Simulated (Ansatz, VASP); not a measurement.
AgBr in VASP and in Ansatz

```
CELL_PARAMETERS angstrom
0.00000 2.88605 2.88605
2.88605 0.00000 2.88605
2.88605 2.88605 0.00000
ATOMIC_POSITIONS crystal
Ag 0.50000 0.50000 0.50000
Br 0.00000 0.00000 0.00000
```

Alike in both runs: task single point; functional PBE; k mesh 8 × 8 × 8; occupations gaussian, width 0.05 eV; no spin polarisation.

```csv
,VASP,Ansatz
version,VASP 6.6.1,Ansatz 0.2.0
potentials or method,"VASP PAW PBE potentials, release 64 (Ag, Br), cutoff 500 eV","scalar-relativistic, plane waves, PAW"
valence electrons in the cell,18,26
```

|  | VASP | Ansatz | Ansatz less VASP |
| --- | --- | --- | --- |
| gap on the k mesh at the Fermi level (eV) | 0.68 | 0.68 | +0.001 |
| least direct gap on the mesh (eV) | 2.55 | 2.55 | +0.001 |
| pressure (GPa) | 1.5 | 1.5 | +0.04 |

The functional is the same, so the differences come from potentials, cutoffs and numerics. VASP's potentials hold 18 valence electrons a cell and Ansatz's 26, so a difference there can come from the potentials and not from the codes.
